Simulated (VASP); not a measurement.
# Al (Fm-3m) in VASP: a series of runs

The runs below take Al through single point, relaxation of cell and atoms, with LDA.

Program: VASP 6.6.1. These are calculated values, not measurements. Logs are shortened: lines on timing, memory, paths and dates and some standing lists are left out, and cuts for length are marked.

## 1. The cell of the first run

It takes space group Fm-3m (No. 225, cubic). The conventional cell has a = 3.986 Å, b = 3.986 Å, c = 3.986 Å, α = 90.00°, β = 90.00°, γ = 90.00°. Within 3.7 Å of Al (site symmetry m-3m) lie 12 Al at 2.82 Å.

## 2. Single point, LDA

File INCAR:

```
ALGO     = Normal         # electronic algorithm
EDIFF    = 1E-6           # SCF threshold, eV
ENCUT    = 500            # plane-wave cutoff, eV
GGA      = CA             # functional
GGA_COMPAT= False        
ISIF     = 2              # what is computed and relaxed
ISMEAR   = -1             # smearing method
LASPH    = True           # aspherical terms in the spheres
LCHARG   = True           # write CHGCAR
LELF     = True           # ELF
LREAL    = False          # projectors in reciprocal space
LVHAR    = True         
LWAVE    = False          # write WAVECAR
NBANDS   = 8              # bands
NELM     = 120            # most SCF steps
PREC     = Accurate       # precision mode
SIGMA    = 0.1            # smearing width, eV
```

File KPOINTS:

```
k-points
0
Gamma
  11 11 11
```

File POSCAR:

```
Al
1.0
    0.0000000000      1.9931970901      1.9931970901
    1.9931970901      0.0000000000      1.9931970901
    1.9931970901      1.9931970901      0.0000000000
Al
1
Direct
    0.0000000000      0.0000000000      0.0000000000
```

Potentials or basis: VASP PAW LDA potentials, release 64 (Al).

The run is started by

```console
> cat potpaw_LDA.64/Al/POTCAR > POTCAR
> mpirun -np 1 vasp_std > vasp.out
```

OUTCAR:

```text
EDIFF = 1E-6
   ENCUT = 500
   GGA = CA
   ISIF = 2
   ISMEAR = -1
   LASPH = True
   LREAL = False
   NELM = 120
   PREC = Accurate

 ion  position               nearest neighbor table
   1  0.000  0.000  0.000-

  LATTYP: Found a face centered cubic cell.
 ALAT       =     3.9863941802

  Lattice vectors:

 A1 = (   0.0000000000,   1.9931970901,   1.9931970901)
 A2 = (   1.9931970901,   0.0000000000,   1.9931970901)
 A3 = (   1.9931970901,   1.9931970901,   0.0000000000)

Analysis of symmetry for initial positions (statically):
=====================================================================
 Subroutine PRICEL returns:
 Original cell was already a primitive cell.

 Routine SETGRP: Setting up the symmetry group for a
 face centered cubic supercell.

 Subroutine GETGRP returns: Found 48 space group operations
 (whereof 48 operations were pure point group operations)
 out of a pool of 48 trial point group operations.

The static configuration has the point symmetry O_h .

Analysis of symmetry for dynamics (positions and initial velocities):
=====================================================================
 Subroutine PRICEL returns:
 Original cell was already a primitive cell.

 Routine SETGRP: Setting up the symmetry group for a
 face centered cubic supercell.

 Subroutine GETGRP returns: Found 48 space group operations
 (whereof 48 operations were pure point group operations)
 out of a pool of 48 trial point group operations.

The dynamic configuration has the point symmetry O_h .

 Subroutine INISYM returns: Found 48 space group operations
 (whereof 48 operations are pure point group operations),
 and found     1 'primitive' translations

----------------------------------------------------------------------------------------

                                     Primitive cell

  volume of cell :      15.8373

  direct lattice vectors                    reciprocal lattice vectors
     0.000000000  1.993197090  1.993197090    -0.250853266  0.250853266  0.250853266
     1.993197090  0.000000000  1.993197090     0.250853266 -0.250853266  0.250853266
     1.993197090  1.993197090  0.000000000     0.250853266  0.250853266 -0.250853266

  length of vectors
     2.818806357  2.818806357  2.818806357     0.434490602  0.434490602  0.434490602

  position of ions in fractional coordinates (direct lattice)
     0.000000000  0.000000000  0.000000000

  ion indices of the primitive-cell ions
   primitive index   ion index
                 1           1

----------------------------------------------------------------------------------------

 KPOINTS: k-points

Automatic generation of k-mesh.
 Grid dimensions read from file:
 generate k-points for:   11   11   11

 Generating k-lattice:

  Cartesian coordinates                     Fractional coordinates (reciprocal lattice)
    -0.022804842  0.022804842  0.022804842     0.090909091  0.000000000  0.000000000
     0.022804842 -0.022804842  0.022804842     0.000000000  0.090909091  0.000000000
     0.022804842  0.022804842 -0.022804842     0.000000000  0.000000000  0.090909091

  Length of vectors
     0.039499146  0.039499146  0.039499146

  Shift w.r.t. Gamma in fractional coordinates (k-lattice)
     0.000000000  0.000000000  0.000000000

 Subroutine IBZKPT returns following result:
 ===========================================

 Found     56 irreducible k-points:

 Following reciprocal coordinates:
            Coordinates               Weight
  0.000000  0.000000  0.000000      1.000000
  0.090909  0.000000  0.000000      8.000000
  0.181818  0.000000  0.000000      8.000000
  0.272727  0.000000  0.000000      8.000000
  0.363636  0.000000  0.000000      8.000000
  0.454545  0.000000  0.000000      8.000000
[... 16 lines left out ...]
 -0.272727  0.181818  0.000000     24.000000
 -0.181818  0.181818  0.000000     12.000000
 [... further k-points ...]
   k-points           NKPTS =     56   k-points in BZ     NKDIM =     56   number of bands    NBANDS=      8
   number of dos      NEDOS =    301   number of ions     NIONS =      1
   total plane-waves  NPLWV =  13824
   dimension x,y,z NGX =    24 NGY =   24 NGZ =   24
   dimension x,y,z NGXF=    48 NGYF=   48 NGZF=   48
   ions per type =               1
   NGX,Y,Z   is equivalent  to a cutoff of  14.15, 14.15, 14.15 a.u.
   NGXF,Y,Z  is equivalent  to a cutoff of  28.31, 28.31, 28.31 a.u.
 SYSTEM =  unknown system
   PREC   = accura    normal or accurate (medium, high low for compatibility)
   ISTART =      0    job   : 0-new  1-cont  2-samecut
   ICHARG =      2    charge: 1-file 2-atom 10-const
   ISPIN  =      1    spin polarized calculation?
   LNONCOLLINEAR =      F non collinear calculations
   LSORBIT =      F    spin-orbit coupling
   LASPH  =      T    aspherical Exc in radial PAW
   ENCUT  =  500.0 eV  36.75 Ry    6.06 a.u.   5.14  5.14  5.14*2*pi/ulx,y,z
   NELM   =    120;   NELMIN=  2; NELMDL= -5     # of ELM steps
   EDIFF  = 0.1E-05   stopping-criterion for ELM
   LREAL  =      F    real-space projection
   EDIFFG = 0.1E-04   stopping-criterion for IOM
   NSW    =      0    number of steps for IOM
   IBRION =     -1    ionic relax: 0-MD 1-quasi-New 2-CG
   NFREE  =      0    steps in history (QN), initial steepest desc. (CG)
   ISIF   =      2    stress and relaxation
   ISYM   =      2    0-nonsym 1-usesym 2-fastsym
   POTIM  = 0.5000    time-step for ionic-motion
   TEBEG  =    0.0;   TEEND  =   0.0 temperature during run
   PSTRESS=    0.0 pullay stress
   NELECT =       3.0000    total number of electrons
   NUPDOWN=      -1.0000    fix difference up-down
   EMIN   =  10.00;   EMAX   =-10.00  energy-range for DOS
   EFERMI =   0.00;   METHOD = LEGACY
   ISMEAR =    -1;   SIGMA  =   0.10  broadening in eV -4-tet -1-fermi 0-gaus
   EFERMI_NEDOS =   21; number of points for ismear=-14 and -15
   IALGO  =     38    algorithm
   IMIX   =      4    mixing-type and parameters
     AMIX     =   0.40;   BMIX     =  1.00
     AMIX_MAG =   1.60;   BMIX_MAG =  1.00
  volume/ion in A,a.u.               =      15.84       106.88
  Fermi-wavevector in a.u.,A,eV,Ry     =   0.940203  1.776726 12.027303  0.883982
  Thomas-Fermi vector in A             =   2.067591
   LORBIT       =      0    0 simple, 1 ext, 2 COOP (PROOUT), +10 PAW based schemes
   GGA     = CA    functional components
   LHFCALC =     F    Hartree Fock is set to
   AEXX    =    0.0000 exact exchange contribution
   IVDW    =     0    specifies the selected vdW correction
   LEPSILON=     F    determine dielectric tensor
   LRPA    =     F    only Hartree local field effects (RPA)
 non-spin polarized calculation
  energy-cutoff  :      500.00
  volume of cell :       15.84
 maximum number of plane-waves:       415
 NGX is ok and might be reduce to    24
   NGX = 11   NGY = 11   NGZ = 11

 number of electron       3.0000000 magnetization

 Free energy of the ion-electron system (eV)
  ---------------------------------------------------
  ext. energy  EPLUGINS =         0.00000000
  ---------------------------------------------------
  free energy    TOTEN  =        -4.20630951 eV

  energy without entropy =       -4.19410680  energy(sigma->0) =       -4.20020816

 E-fermi :   8.2403     XC(G=0): -10.4962

 val. band max:        8.2106589634   @ k =  -0.4545   0.3636   0.0000
 cond. band min:       8.2545128530   @ k =   0.4545   0.1818   0.0909
 fundamental gap:      0.0438538896
 Fermi energy:         8.2403400561

 k-point     1 :       0.0000    0.0000    0.0000
  band No.  band energies     occupation
      1      -3.1622      2.00000
      2      21.0179      0.00000
      3      21.0179      0.00000
      4      21.0179      0.00000
      5      22.6569      0.00000
      6      22.6569      0.00000
      7      22.6569      0.00000
      8      25.1356      0.00000

 k-point     2 :       0.0909    0.0000    0.0000
  band No.  band energies     occupation
      1      -2.9320      2.00000
      2      18.0950      0.00000
      3      20.4020      0.00000
      4      20.4020      0.00000
      5      23.3366      0.00000
      6      23.6187      0.00000
      7      23.6187      0.00000
      8      26.8000      0.00000

 k-point     3 :       0.1818    0.0000    0.0000
  band No.  band energies     occupation
      1      -2.2438      2.00000
      2      14.3807      0.00000
      3      19.6747      0.00000
      4      19.6747      0.00000
      5      23.1151      0.00000
      6      24.4157      0.00000
      7      24.4157      0.00000
      8      25.9416      0.00000

 k-point     4 :       0.2727    0.0000    0.0000
  band No.  band energies     occupation
      1      -1.1046      2.00000
      2      10.8824      0.00000
      3      19.2658      0.00000
      4      19.2658      0.00000
      5      22.8307      0.00000
      6      22.8307      0.00000
      7      22.9051      0.00000
      8      27.0426      0.00000

 k-point     5 :       0.3636    0.0000    0.0000
  band No.  band energies     occupation
      1       0.4744      2.00000
      2       7.7095      1.99015
      3      19.2239      0.00000
      4      19.2239      0.00000
      5      21.3777      0.00000
      6      21.3777      0.00000
      7      22.9820      0.00000
      8      25.5177      0.00000
[... 177 lines left out ...]
 k-point    22 :      -0.3636    0.1818    0.0000
  band No.  band energies     occupation
      1       2.5496      2.00000
      2       6.5411      2.00000
      3      13.0123      0.00000
      4      17.4672      0.00000
      5      19.4329      0.00000
      6      23.9557      0.00000
      7      26.7103      0.00000
      8      29.6108      0.00000

 k-point    23 :      -0.2727    0.1818    0.0000
  band No.  band energies     occupation
      1       0.6982      2.00000
      2       9.3860      0.00002
      3      12.8785      0.00000
      4      18.7049      0.00000
      5      20.7598      0.00000
      6      23.7168      0.00000
      7      26.2514      0.00000
      8      26.7178      0.00000

 k-point    24 :      -0.1818    0.1818    0.0000
  band No.  band energies     occupation
      1      -0.7270      2.00000
      2      12.1042      0.00000
      3      13.6371      0.00000
      4      20.3168      0.00000
      5      22.4115      0.00000
      6      23.3917      0.00000
      7      24.6086      0.00000
      8      25.6079      0.00000

 [... further k-points ...]
[... 5 lines left out ...]
  --------------------------------------------------------------------------------------
  -------------------------------------------------------------------------------------
  Total        0.0031918      0.0031918      0.0031918      0.0000000     -0.0000000     -0.0000000
  in kB        0.3228980      0.3228980      0.3228980      0.0000000     -0.0000000     -0.0000000
  external PRESSURE =       0.3228980 kB  Pullay stress =       0.0000000 kB

 VOLUME and BASIS-vectors are now :
 -----------------------------------------------------------------------------
  energy-cutoff  :      500.00
  volume of cell :       15.84
      direct lattice vectors                 reciprocal lattice vectors
     0.000000000  1.993197090  1.993197090    -0.250853266  0.250853266  0.250853266
     1.993197090  0.000000000  1.993197090     0.250853266 -0.250853266  0.250853266
     1.993197090  1.993197090  0.000000000     0.250853266  0.250853266 -0.250853266

 POSITION                                       TOTAL-FORCE (eV/Angst)
 -----------------------------------------------------------------------------------
      0.00000      0.00000      0.00000        -0.000000     -0.000000      0.000000
 -----------------------------------------------------------------------------------
    total drift:                                0.000000      0.000000     -0.000000

  FREE ENERGIE OF THE ION-ELECTRON SYSTEM (eV)
  ---------------------------------------------------
  free  energy   TOTEN  =        -4.2063095149 eV

  energy  without entropy=       -4.1941068034  energy(sigma->0) =       -4.20020816
```

Wall time 19 s (1 thread of AMD EPYC 7R43 (Zen 3), shared host); peak memory 0.08 GiB.

Results:

* Free energy: -4.2063 eV
* Pressure: 0.0 GPa
* Band gap on the k mesh: zero (an odd number of electrons rules out a gap without spin polarisation)

## 3. Relaxation of cell and atoms, LDA

This run uses another cell than the first one, of 16.61 Å³/atom.

File INCAR:

```
  PREC = Accurate
  ENCUT = 500
  EDIFF = 1E-7
  ISMEAR = -1
  SIGMA = 0.1
  LREAL = False
  LASPH = True
  NELM = 120
  ALGO = Normal
  ISIF = 3
  LWAVE = False
  LCHARG = False
  GGA = CA
  IBRION = 2
  NSW = 60
  EDIFFG = -0.03
  GGA_COMPAT = False
  NELMIN = 4
```

File KPOINTS:

```
regular mesh
0
Gamma
  11 11 11
```

File POSCAR:

```
Al
1.0
    0.0000000000      2.0250000000      2.0250000000
    2.0250000000      0.0000000000      2.0250000000
    2.0250000000      2.0250000000      0.0000000000
Al
1
Direct
    0.0000000000      0.0000000000      0.0000000000
```

Potentials or basis: VASP PAW LDA potentials, release 64 (Al).

The run is started by

```console
> cat potpaw_LDA.64/Al/POTCAR > POTCAR
> mpirun -np 1 vasp_std > vasp.out
```

Run time: 25 s. Hardware: 1 thread of AMD EPYC 7R43 (Zen 3), shared host; peak memory 0.09 GiB.

The run converged. Its results:

```
Free energy                           : -4.2063 eV
Relaxed volume                        : 15.84 Å³/atom
Relaxed cell                          : a = 2.819 Å, b = 2.819 Å, c = 2.819 Å, α = 60.00°, β = 60.00°, γ = 60.00°
Space group after relaxing (to 0.1 Å) : Fm-3m (No. 225)
Energy gained by relaxing             : 9.0 meV/atom
Ionic steps                           : 3
Pressure after relaxing               : 0.0 GPa
Band gap on the k mesh                : zero (an odd number of electrons rules out a gap without spin polarisation)
```

Step by step:
```csv
step,energy change (eV),largest force (eV/Å),pressure (GPa),volume (Å³)
1,0.0000,0.0000,-3.60,16.61
2,-0.0087,0.0000,0.65,15.73
3,-0.0090,0.0000,0.01,15.84
```

Final structure:
```
CELL_PARAMETERS angstrom
0.00000 1.99341 1.99341
1.99341 0.00000 1.99341
1.99341 1.99341 0.00000
ATOMIC_POSITIONS crystal
Al 0.00000 0.00000 0.00000
```

Levels at points of the mesh, in eV from the Fermi level:
```
           k point  band 1  band 2  band 3  band 4  band 5
(0.00, 0.00, 0.00)  -11.40   12.78   12.78   12.78   14.41
```
